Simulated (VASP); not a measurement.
Input of a VASP 6.6.1 run:

The input INCAR:

```
ALGO = Normal ; EDIFF = 1E-6
EDIFFG = -0.005 ; ENCUT = 600
GGA = PE ; IBRION = 2
ISIF = 3 ; ISMEAR = 0
LASPH = T ; LCHARG = F
LREAL = F ; LWAVE = F
NELM = 60 ; NSW = 100
PREC = Accurate ; SIGMA = 0.02
```

The input KPOINTS:

```
k-points
0
Gamma
  6 6 6
```

POSCAR

```
BaZrO3
1.0
    4.1913400000      0.0000000000      0.0000000000
    0.0000000000      4.1913400000      0.0000000000
    0.0000000000      0.0000000000      4.1913400000
Ba Zr O
1 1 3
Direct
    0.0000000000      0.0000000000      0.0000000000
    0.5000000000      0.5000000000      0.5000000000
    0.0000000000      0.5000000000      0.5000000000
    0.5000000000      0.0000000000      0.5000000000
    0.5000000000      0.5000000000      0.0000000000
```

Potentials or basis: VASP PAW PBE potentials, release 64 (Ba_sv, Zr_sv, O).

Launch:

```bash
$ cat potpaw_PBE.64/Ba_sv/POTCAR potpaw_PBE.64/Zr_sv/POTCAR potpaw_PBE.64/O/POTCAR > POTCAR
$ mpirun -np 1 vasp_std > vasp.out
```

Problem. What does it give for the band gap on the k mesh?

Solution. 3.12 eV, indirect (least direct gap 3.38 eV).

Problem. Estimate the relaxed volume.

Solution. 15.19 Å³/atom.

Final structure:
```
Ba Zr O
1.0
     4.23510    0.00000    0.00000
     0.00000    4.23510    0.00000
     0.00000    0.00000    4.23510
Ba Zr O
1 1 3
Direct
  0.00000 0.00000 0.00000
  0.50000 0.50000 0.50000
  0.00000 0.50000 0.50000
  0.50000 0.00000 0.50000
  0.50000 0.50000 0.00000
```

Caveat: spin-orbit coupling is left out, which moves the levels of the heavy elements. Zero-point motion and thermal expansion aren't in these numbers.
